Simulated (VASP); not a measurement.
Here is a VASP 6.6.1 calculation.

Contents of INCAR:

```
ALGO = Normal
EDIFF = 1E-6
ENCUT = 500
GGA = PE
GGA_COMPAT = False
ISIF = 2
ISMEAR = -1
LASPH = True
LCHARG = False
LREAL = False
LWAVE = False
NBANDS = 12
NELM = 120
PREC = Accurate
SIGMA = 0.1
```

KPOINTS

```
k-points
0
Gamma
  6 6 6
```

Contents of POSCAR:

```
Zr
1.0
    2.9134844231      0.0000000000      0.0000000000
    0.0000000000      2.9134844231      0.0000000000
    0.0000000000      0.0000000000      2.9134844231
Zr
1
Direct
    0.0000000000      0.0000000000      0.0000000000
```

Potentials or basis: VASP PAW PBE potentials, release 64 (Zr_sv).

Command:

```console
$ cat potpaw_PBE.64/Zr_sv/POTCAR > POTCAR
$ mpirun -np 1 vasp_std > vasp.out
```

Estimate the band gap on the k mesh.

zero (band 6 reaches 9.00 eV, above the bottom of band 7 at 6.33 eV).

Estimate the pressure.

0.0 GPa.
